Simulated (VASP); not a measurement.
# HfN in VASP: further runs, part 2 of 2

VASP 6.6.1. The steps go on from the part before.

## (3) Single point, PBE

The input, INCAR:

```
SYSTEM = HfN
PREC     = Accurate       ! precision mode
ENCUT    = 520            ! plane-wave cutoff, eV
EDIFF    = 1E-7           ! SCF threshold, eV
ISMEAR   = 0              ! smearing method
SIGMA    = 0.2            ! smearing width, eV
LREAL    = .False.        ! projectors in reciprocal space
LASPH    = .True.         ! aspherical terms in the spheres
NELM     = 60             ! most SCF steps
ALGO     = Normal         ! electronic algorithm
ISIF     = 2              ! what is computed and relaxed
LWAVE    = .False.        ! write WAVECAR
LCHARG   = .False.        ! write CHGCAR
GGA      = PE             ! functional
NBANDS   = 40             ! bands
```

The input, KPOINTS:

```
regular mesh
0
Gamma
  6 6 2
  0 0 0
```

The input, POSCAR:

```
HfN
1.0
    3.4927913868     -0.0008601865      0.0011246604
   -1.7471294415      3.0207690065     -0.0007188287
    0.0041320902     -0.0006405167     11.2798752164
Hf N
4 4
Direct
    0.3332477779      0.6663524503      0.4997548117
    0.3332382249      0.6663603350      0.9997521468
    0.6666724840      0.3336465228      0.2497541998
    0.6666826056      0.3336589356      0.7497622823
    0.3333336361      0.6663643668      0.1868109623
    0.3333332408      0.6663607287      0.6868155756
    0.6667549690      0.3336374988      0.4368078944
    0.6667370617      0.3336191623      0.9368119870
```

Potentials or basis: VASP PAW PBE potentials, release 64 (Hf_pv, N).

The run is started by

```bash
$ cat potpaw_PBE.64/Hf_pv/POTCAR potpaw_PBE.64/N/POTCAR > POTCAR
$ mpirun -np 1 vasp_std > vasp.out
```

OUTCAR:

```text
SYSTEM = HfN
   PREC = Accurate
   ENCUT = 520
   EDIFF = 1E-7
   ISMEAR = 0
   LREAL = .False.
   LASPH = .True.
   NELM = 60
   ISIF = 2
   GGA = PE

 ion  position               nearest neighbor table
   1  0.333  0.666  0.500-   6 2.11   7 2.14   7 2.14   7 2.14   3 3.46   4 3.47   4 3.47   3 3.47
                             4 3.47   3 3.47
   2  0.333  0.666  1.000-   5 2.11   8 2.14   8 2.14   8 2.14   4 3.46   3 3.47   3 3.47   4 3.47
                             4 3.47   3 3.47
   3  0.667  0.334  0.250-   7 2.11   5 2.14   5 2.14   5 2.14   1 3.46   2 3.47   2 3.47   1 3.47
                             2 3.47   1 3.47
   4  0.667  0.334  0.750-   8 2.11   6 2.14   6 2.14   6 2.14   2 3.46   1 3.47   1 3.47   2 3.47
                             2 3.47   1 3.47
   5  0.333  0.666  0.187-   2 2.11   3 2.14   3 2.14   3 2.14
   6  0.333  0.666  0.687-   1 2.11   4 2.14   4 2.14   4 2.14
   7  0.667  0.334  0.437-   3 2.11   1 2.14   1 2.14   1 2.14
   8  0.667  0.334  0.937-   4 2.11   2 2.14   2 2.14   2 2.14

  LATTYP: Found a base centered monoclinic cell.
 ALAT       =    46.3132283757
 B/A-ratio  =     0.1304309422
 C/A-ratio  =     0.2549157485
 COS(beta)  =    -0.9974005882

  Lattice vectors:

 A1 = (   5.2301891517,   3.0203296669, -22.5582199407)
 A2 = (   5.2316566479,  -3.0203481596, -22.5579069437)
 A3 = (  -3.4886592966,   0.0002196698,  11.2787505560)

Analysis of symmetry for initial positions (statically):
=====================================================================
 Subroutine PRICEL returns:
 Original cell was already a primitive cell.

 Routine SETGRP: Setting up the symmetry group for a
 base centered monoclinic supercell.

 Subroutine GETGRP returns: Found  1 space group operations
 (whereof  1 operations were pure point group operations)
 out of a pool of  4 trial point group operations.

The static configuration has the point symmetry C_1 .

Analysis of symmetry for dynamics (positions and initial velocities):
=====================================================================
 Subroutine PRICEL returns:
 Original cell was already a primitive cell.

 Routine SETGRP: Setting up the symmetry group for a
 base centered monoclinic supercell.

 Subroutine GETGRP returns: Found  1 space group operations
 (whereof  1 operations were pure point group operations)
 out of a pool of  4 trial point group operations.

The dynamic configuration has the point symmetry C_1 .

 Subroutine INISYM returns: Found  1 space group operations
 (whereof  1 operations are pure point group operations),
 and found     1 'primitive' translations

----------------------------------------------------------------------------------------

                                     Primitive cell

  volume of cell :     118.9960

  direct lattice vectors                    reciprocal lattice vectors
     3.492791387 -0.000860187  0.001124660     0.286344776  0.165613894 -0.000095491
    -1.747129442  3.020769007 -0.000718829     0.000081533  0.331088693  0.000018771
     0.004132090 -0.000640517 11.279875216    -0.000028545  0.000004587  0.088653474

  length of vectors
     3.492791674  3.489628518 11.279875991     0.330788908  0.331088703  0.088653478

  position of ions in fractional coordinates (direct lattice)
     0.333247778  0.666352450  0.499754812
[... 48 lines left out ...]
  0.166667  0.000000 -0.000000      2.000000
  0.333333  0.000000 -0.000000      2.000000
  0.500000  0.000000 -0.000000      1.000000
  0.000000  0.166667 -0.000000      2.000000
  0.166667  0.166667 -0.000000      2.000000
[... 16 lines left out ...]
  0.333333  0.000000  0.500000      2.000000
  0.500000 -0.000000  0.500000      1.000000
 [... further k-points ...]
   k-points           NKPTS =     40   k-points in BZ     NKDIM =     40   number of bands    NBANDS=     40
   number of dos      NEDOS =    301   number of ions     NIONS =      8
   total plane-waves  NPLWV =  65856
   dimension x,y,z NGX =    28 NGY =   28 NGZ =   84
   dimension x,y,z NGXF=    56 NGYF=   56 NGZF=  168
   ions per type =               4   4
   NGX,Y,Z   is equivalent  to a cutoff of  13.33, 13.34, 12.38 a.u.
   NGXF,Y,Z  is equivalent  to a cutoff of  26.65, 26.68, 24.76 a.u.
 SYSTEM =  HfN
   PREC   = accura    normal or accurate (medium, high low for compatibility)
   ISTART =      0    job   : 0-new  1-cont  2-samecut
   ICHARG =      2    charge: 1-file 2-atom 10-const
   ISPIN  =      1    spin polarized calculation?
   LNONCOLLINEAR =      F non collinear calculations
   LSORBIT =      F    spin-orbit coupling
   LASPH  =      T    aspherical Exc in radial PAW
   ENCUT  =  520.0 eV  38.22 Ry    6.18 a.u.   6.49  6.49 20.97*2*pi/ulx,y,z
   NELM   =     60;   NELMIN=  2; NELMDL= -5     # of ELM steps
   EDIFF  = 0.1E-06   stopping-criterion for ELM
   LREAL  =      F    real-space projection
   EDIFFG = 0.1E-05   stopping-criterion for IOM
   NSW    =      0    number of steps for IOM
   IBRION =     -1    ionic relax: 0-MD 1-quasi-New 2-CG
   NFREE  =      0    steps in history (QN), initial steepest desc. (CG)
   ISIF   =      2    stress and relaxation
   ISYM   =      2    0-nonsym 1-usesym 2-fastsym
   POTIM  = 0.5000    time-step for ionic-motion
   TEBEG  =    0.0;   TEEND  =   0.0 temperature during run
   PSTRESS=    0.0 pullay stress
   NELECT =      60.0000    total number of electrons
   NUPDOWN=      -1.0000    fix difference up-down
   EMIN   =  10.00;   EMAX   =-10.00  energy-range for DOS
   EFERMI =   0.00;   METHOD = LEGACY
   ISMEAR =     0;   SIGMA  =   0.20  broadening in eV -4-tet -1-fermi 0-gaus
   EFERMI_NEDOS =   21; number of points for ismear=-14 and -15
   IALGO  =     38    algorithm
   IMIX   =      4    mixing-type and parameters
     AMIX     =   0.40;   BMIX     =  1.00
     AMIX_MAG =   1.60;   BMIX_MAG =  1.00
  volume/ion in A,a.u.               =      14.87       100.38
  Fermi-wavevector in a.u.,A,eV,Ry     =   1.303010  2.462332 23.100447  1.697835
  Thomas-Fermi vector in A             =   2.434040
   LORBIT       =      0    0 simple, 1 ext, 2 COOP (PROOUT), +10 PAW based schemes
   GGA     = PE    functional components
   LHFCALC =     F    Hartree Fock is set to
   AEXX    =    0.0000 exact exchange contribution
   IVDW    =     0    specifies the selected vdW correction
   LEPSILON=     F    determine dielectric tensor
   LRPA    =     F    only Hartree local field effects (RPA)
 non-spin polarized calculation
 Gauss-broadening in eV      SIGMA  =   0.20
  energy-cutoff  :      520.00
  volume of cell :      119.00
 maximum number of plane-waves:      3262
 NGX is ok and might be reduce to    28

 number of electron      60.0000005 magnetization

 Free energy of the ion-electron system (eV)
  ---------------------------------------------------
  ext. energy  EPLUGINS =         0.00000000
  ---------------------------------------------------
  free energy    TOTEN  =       -83.48791427 eV

  energy without entropy =      -83.36730877  energy(sigma->0) =      -83.42761152

 E-fermi :   6.0609     XC(G=0): -11.1906

 val. band max:        6.0222953311   @ k =   0.3333   0.3333  -0.0000
 cond. band min:       6.0727258577   @ k =   0.3333   0.3333   0.5000
 fundamental gap:      0.0504305266
 Fermi energy:         6.0608915899

 k-point     1 :       0.0000    0.0000    0.0000
  band No.  band energies     occupation
      1     -25.7742      2.00000
      2     -25.5446      2.00000
      3     -25.5446      2.00000
      4     -25.3434      2.00000
      5     -25.3427      2.00000
      6     -25.3107      2.00000
[... 1021 lines left out ...]
     39       9.4223      0.00000
     40       9.4224      0.00000

 [... further k-points ...]
[... 5 lines left out ...]
  --------------------------------------------------------------------------------------
  -------------------------------------------------------------------------------------
  Total       -0.8014552     -0.7206972     -0.7168536      0.0088372      0.0034951     -0.0207144
  in kB      -10.7908912     -9.7035557     -9.6518049      0.1189846      0.0470582     -0.2789017
  external PRESSURE =     -10.0487506 kB  Pullay stress =       0.0000000 kB

 VOLUME and BASIS-vectors are now :
 -----------------------------------------------------------------------------
  energy-cutoff  :      520.00
  volume of cell :      119.00
      direct lattice vectors                 reciprocal lattice vectors
     3.492791387 -0.000860187  0.001124660     0.286344776  0.165613894 -0.000095491
    -1.747129442  3.020769007 -0.000718829     0.000081533  0.331088693  0.000018771
     0.004132090 -0.000640517 11.279875216    -0.000028545  0.000004587  0.088653474

 POSITION                                       TOTAL-FORCE (eV/Angst)
 -----------------------------------------------------------------------------------
      0.00183      2.01229      5.63707        -0.000636      0.000573     -0.001878
      0.00384      2.01199     11.27698        -0.000407     -0.000064     -0.001485
      1.74666      1.00714      2.81771         0.001585      0.000222     -0.002412
      1.74874      1.00685      8.45773         0.001445     -0.000308     -0.003374
      0.00081      2.01253      2.10710        -0.001454     -0.000125      0.002025
      0.00288      2.01220      7.74709        -0.001328      0.000216      0.001955
      1.74773      1.00699      4.92765         0.000436     -0.000605      0.002556
      1.74977      1.00661     10.56763         0.000358      0.000092      0.002614
 -----------------------------------------------------------------------------------
    total drift:                               -0.000021      0.000004      0.001139

  FREE ENERGIE OF THE ION-ELECTRON SYSTEM (eV)
  ---------------------------------------------------
  free  energy   TOTEN  =       -83.4879142727 eV

  energy  without entropy=      -83.3673087703  energy(sigma->0) =      -83.42761152
```

Run time: 4.7 min. Hardware: 1 thread of Intel Xeon 8259CL, shared host; peak memory 0.33 GiB.

Results:

* Free energy: -83.4879 eV
* Pressure: -1.0 GPa
* Largest force: 0.004 eV/Å
* Band gap on the k mesh: zero (bands 30 and 31 overlap by 1.06 eV)

Forces on the atoms (eV/Å):
```
Hf  -0.001  0.001 -0.002
Hf   0.000  0.000 -0.001
Hf   0.002  0.000 -0.002
Hf   0.001  0.000 -0.003
N   -0.001  0.000  0.002
N   -0.001  0.000  0.002
N    0.000 -0.001  0.003
N    0.000  0.000  0.003
```

Caveat: spin-orbit coupling is left out, which moves the levels of the heavy elements.

## (4) Single point, PBE

This run uses another cell than the first one: it holds 4 atoms, not 8.

The input, INCAR:

```
SYSTEM = HfN
  ALGO = Normal
  EDIFF = 1E-7
  ENCUT = 520
  GGA = PE
  ISIF = 2
  ISMEAR = 0
  LASPH = .True.
  LCHARG = .False.
  LREAL = .False.
  LWAVE = .False.
  NBANDS = 23
  NELM = 60
  PREC = Accurate
  SIGMA = 0.1
```

The input, KPOINTS:

```
k-points
0
Gamma
  18 18 8
  0 0 0
```

The input, POSCAR:

```
HfN
1.0
    3.4837113197      0.0000000000      0.0000000000
   -1.7418556598      3.0169825023      0.0000000000
    0.0000000000      0.0000000000      5.6650571737
Hf N
2 2
Direct
    0.3333333333      0.6666666667      0.9990322389
    0.6666666667      0.3333333333      0.4990322389
    0.3333333333      0.6666666667      0.3741026911
    0.6666666667      0.3333333333      0.8741026911
```

Potentials or basis: VASP PAW PBE potentials, release 64 (Hf_pv, N).

The run is started by

```bash
$ cat potpaw_PBE.64/Hf_pv/POTCAR potpaw_PBE.64/N/POTCAR > POTCAR
$ mpirun -np 1 vasp_std > vasp.out
```

OUTCAR:

```text
SYSTEM = HfN
   EDIFF = 1E-7
   ENCUT = 520
   GGA = PE
   ISIF = 2
   ISMEAR = 0
   LASPH = .True.
   LREAL = .False.
   NELM = 60
   PREC = Accurate

 ion  position               nearest neighbor table
   1  0.333  0.667  0.999-   3 2.12   4 2.13   4 2.13   4 2.13   2 3.47   2 3.47   2 3.47   2 3.47
                             2 3.47   2 3.47
   2  0.667  0.333  0.499-   4 2.12   3 2.13   3 2.13   3 2.13   1 3.47   1 3.47   1 3.47   1 3.47
                             1 3.47   1 3.47
   3  0.333  0.667  0.374-   1 2.12   2 2.13   2 2.13   2 2.13
   4  0.667  0.333  0.874-   2 2.12   1 2.13   1 2.13   1 2.13

  LATTYP: Found a hexagonal cell.
 ALAT       =     3.4837113197
 C/A-ratio  =     1.6261557442

  Lattice vectors:

 A1 = (   3.4837113197,   0.0000000000,   0.0000000000)
 A2 = (  -1.7418556598,   3.0169825023,   0.0000000000)
 A3 = (   0.0000000000,   0.0000000000,   5.6650571737)

Analysis of symmetry for initial positions (statically):
=====================================================================
 Subroutine PRICEL returns:
 Original cell was already a primitive cell.

 Routine SETGRP: Setting up the symmetry group for a
 hexagonal supercell.

 Subroutine GETGRP returns: Found 12 space group operations
 (whereof  6 operations were pure point group operations)
 out of a pool of 24 trial point group operations.

The static configuration has the point symmetry C_3v.
 The point group associated with its full space group is C_6v.

Analysis of symmetry for dynamics (positions and initial velocities):
=====================================================================
 Subroutine PRICEL returns:
 Original cell was already a primitive cell.

 Routine SETGRP: Setting up the symmetry group for a
 hexagonal supercell.

 Subroutine GETGRP returns: Found 12 space group operations
[... 119 lines left out ...]
   NELECT =      30.0000    total number of electrons
   NUPDOWN=      -1.0000    fix difference up-down
   EMIN   =  10.00;   EMAX   =-10.00  energy-range for DOS
   EFERMI =   0.00;   METHOD = LEGACY
   ISMEAR =     0;   SIGMA  =   0.10  broadening in eV -4-tet -1-fermi 0-gaus
   EFERMI_NEDOS =   21; number of points for ismear=-14 and -15
   IALGO  =     38    algorithm
   IMIX   =      4    mixing-type and parameters
     AMIX     =   0.40;   BMIX     =  1.00
     AMIX_MAG =   1.60;   BMIX_MAG =  1.00
  volume/ion in A,a.u.               =      14.89       100.45
  Fermi-wavevector in a.u.,A,eV,Ry     =   1.302693  2.461733 23.089219  1.697010
  Thomas-Fermi vector in A             =   2.433744
   LORBIT       =      0    0 simple, 1 ext, 2 COOP (PROOUT), +10 PAW based schemes
   GGA     = PE    functional components
   LHFCALC =     F    Hartree Fock is set to
   AEXX    =    0.0000 exact exchange contribution
   IVDW    =     0    specifies the selected vdW correction
   LEPSILON=     F    determine dielectric tensor
   LRPA    =     F    only Hartree local field effects (RPA)
 non-spin polarized calculation
 Gauss-broadening in eV      SIGMA  =   0.10
  energy-cutoff  :      520.00
  volume of cell :       59.54
 maximum number of plane-waves:      1641
 NGX is ok and might be reduce to    28

 number of electron      30.0000003 magnetization

 Free energy of the ion-electron system (eV)
  ---------------------------------------------------
  ext. energy  EPLUGINS =         0.00000000
  ---------------------------------------------------
  free energy    TOTEN  =       -41.72229015 eV

  energy without entropy =      -41.70787202  energy(sigma->0) =      -41.71508109

 E-fermi :   6.0065     XC(G=0): -11.1904

 val. band max:        6.0021075641   @ k =   0.3889   0.1111   0.1250
 cond. band min:       6.0110116705   @ k =   0.3333   0.2222   0.2500
 fundamental gap:      0.0089041063
 Fermi energy:         6.0064512596

 k-point     1 :       0.0000    0.0000    0.0000
  band No.  band energies     occupation
      1     -25.8035      2.00000
      2     -25.3604      2.00000
      3     -25.3604      2.00000
      4     -25.3410      2.00000
      5     -25.2972      2.00000
      6     -25.2972      2.00000
[... 613 lines left out ...]
     22      10.7184      0.00000
     23      11.2067      0.00000

 [... further k-points ...]
[... 5 lines left out ...]
  --------------------------------------------------------------------------------------
  -------------------------------------------------------------------------------------
  Total       -0.3628277     -0.3628277     -0.4242715     -0.0000000      0.0000000      0.0000000
  in kB       -9.7631917     -9.7631917    -11.4165594     -0.0000000      0.0000000      0.0000000
  external PRESSURE =     -10.3143143 kB  Pullay stress =       0.0000000 kB

 VOLUME and BASIS-vectors are now :
 -----------------------------------------------------------------------------
  energy-cutoff  :      520.00
  volume of cell :       59.54
      direct lattice vectors                 reciprocal lattice vectors
     3.483711320  0.000000000  0.000000000     0.287050191  0.165728505  0.000000000
    -1.741855660  3.016982502  0.000000000     0.000000000  0.331457010  0.000000000
     0.000000000  0.000000000  5.665057174     0.000000000  0.000000000  0.176520725

 POSITION                                       TOTAL-FORCE (eV/Angst)
 -----------------------------------------------------------------------------------
     -0.00000      2.01132      5.65957         0.000000      0.000000     -0.009085
      1.74186      1.00566      2.82705         0.000000     -0.000000     -0.009085
     -0.00000      2.01132      2.11931        -0.000000      0.000000      0.009085
      1.74186      1.00566      4.95184         0.000000      0.000000      0.009085
 -----------------------------------------------------------------------------------
    total drift:                               -0.000000      0.000000      0.000238

  FREE ENERGIE OF THE ION-ELECTRON SYSTEM (eV)
  ---------------------------------------------------
  free  energy   TOTEN  =       -41.7222901503 eV

  energy  without entropy=      -41.7078720250  energy(sigma->0) =      -41.71508109
```

stdout:

```text
POSCAR found type information on POSCAR HfN
 POSCAR found :  2 types and       4 ions
 scaLAPACK will be used
 LDA part: xc-table for (Slater+PW92), standard interpolation
 POSCAR, INCAR and KPOINTS ok, starting setup
 FFT: planning ... GRIDC
 FFT: planning ... GRID_SOFT
 FFT: planning ... GRID
 WAVECAR not read
 entering main loop
```

Wall time 4.7 min (1 thread of Intel Xeon 8259CL, shared host); peak memory 0.34 GiB.

Results:

```
Free energy            : -41.7223 eV
Pressure               : -1.0 GPa
Largest force          : 0.009 eV/Å
Band gap on the k mesh : zero (bands 15 and 16 overlap by 1.69 eV)
```

Forces in eV/Å, atoms in the order of the input:
```
Hf   0.000  0.000 -0.009
Hf   0.000  0.000 -0.009
N    0.000  0.000  0.009
N    0.000  0.000  0.009
```

Caveat: spin-orbit coupling is left out, which moves the levels of the heavy elements.

## (5) Summary

```tsv
cell	k mesh	smearing	gap on the mesh (eV)	pressure (GPa)	largest force (eV/Å)
a = 3.484, b = 3.484, c = 11.330 Å, angles 90.0, 90.0, 120.0°, 8 atoms, atomic positions A	6 × 6 × 2	gaussian 0.2 eV	none	-1.1	0.12
a = 3.493, b = 3.490, c = 11.280 Å, angles 90.0, 90.0, 120.1°, 8 atoms, atomic positions B	6 × 6 × 2	gaussian 0.2 eV	none	-1.0	-
a = 3.484, b = 3.484, c = 5.665 Å, angles 90.0, 90.0, 120.0°, 4 atoms, atomic positions C	18 × 18 × 8	gaussian 0.1 eV	none	-1.0	0.01
```

Alike in all rows: task single point; level PBE; potentials or basis VASP PAW PBE potentials, release 64 (Hf_pv, N); no spin polarisation; cutoff (eV) 520.

Caveats: spin-orbit coupling is left out, which moves the levels of the heavy elements.

Total energies depend on the potentials used, so only differences within one code and one set of settings carry meaning.

The gap in the log of VASP goes by the Fermi energy; the results here count the filled bands.